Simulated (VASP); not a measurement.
**KMgF3: single point with PBE**

The system is KMgF3.

```
CELL_PARAMETERS angstrom
4.30477 0.00000 0.00000
0.00000 4.30477 0.00000
0.00000 0.00000 3.98590
ATOMIC_POSITIONS crystal
K 0.50000 0.50000 0.50000
Mg 0.00000 0.00000 0.00000
F 0.50000 0.00000 0.00000
F 0.00000 0.50000 0.00000
F 0.00000 0.00000 0.50000
```

This cell differs from its parent crystal: strain +0.080 along x and y, +0.000 along z.

* Program: VASP 6.6.1
* Task: single point
* Functional: PBE
* Potentials or basis: VASP PAW PBE potentials, release 64 (K_sv, Mg, F)
* Cutoff: 520 eV
* k mesh: 6 × 6 × 6
* Occupations: gaussian, width 0.05 eV
* Spin: no spin polarisation

```json
{
  "Pressure": "-5.4 GPa",
  "Band gap on the k mesh": "6.23 eV (least direct gap 6.51 eV)"
}
```

Stress tensor (GPa, compression positive):
```
-6.87  0.00  0.00
 0.00 -6.87  0.00
 0.00  0.00 -2.41
```

Levels at points of the mesh, in eV from the valence-band top:
```
           k point  band 14  band 15  band 16  band 17  band 18  band 19
(0.00, 0.00, 0.00)    -0.29    -0.29    -0.28     6.23     9.71     9.98
(0.50, 0.00, 0.00)    -0.53    -0.49    -0.39     8.89     9.04    10.55
(0.50, 0.50, 0.00)    -0.63    -0.63    -0.03     9.87    10.64    11.06
(0.00, 0.00, 0.50)    -0.61    -0.41    -0.41     9.07     9.40    11.02
(0.50, 0.00, 0.50)    -0.64    -0.64    -0.02     9.94    11.03    11.23
(0.50, 0.50, 0.50)     0.00     0.00     0.00     9.78     9.78     9.88
```

Wall time 45 s on 1 thread of Intel(R) Xeon(R) Platinum 8259CL CPU @ 2.50GHz (Skylake/Cascade Lake) (shared host), peak memory 0.22 GiB.

Caveat: the cell differs from its parent crystal (strain +0.080 along x and y, +0.000 along z); the cell stands under tension. A k mesh can miss the band edges.
